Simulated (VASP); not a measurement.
Runs of VASP 6.6.1 on CoSi2 (fluorite type). The structure is that of space group Fm-3m (No. 225), or close to it. The cells are those of the table. 

```tsv
task	cell	cutoff (eV)	gap on the mesh (eV)	pressure (GPa)
single point	a = 3.517 Å, angles 60.0°, 3 atoms	520	none	65.9
single point	a = 3.790 Å, angles 60.0°, 3 atoms	520	none	(a)
relaxation of cell and atoms	relaxed from a = 3.743 Å, angles 60.0°, 3 atoms	600	none	0.0
relaxation of cell and atoms	relaxed to 66 GPa from a = 3.518 Å, angles 60.0°, 3 atoms	600	none	66.0
relaxation of cell and atoms	relaxed to 66 GPa from a = 3.517 Å, angles 60.0°, 3 atoms	600	none	66.0
```

Alike in all rows: level PBE; potentials or basis VASP PAW PBE potentials, release 64 (Co, Si); no spin polarisation; k mesh 11 × 11 × 11; smearing fermi-dirac 0.1 eV.

**Question.** Estimate the missing entries.

**Answer.** (a) -0.2.

Caveats: the cell is relaxed towards a set pressure, so the enthalpy falls and the energy may rise (some runs).

A gap of «none» marks levels without a gap at the run's occupations.
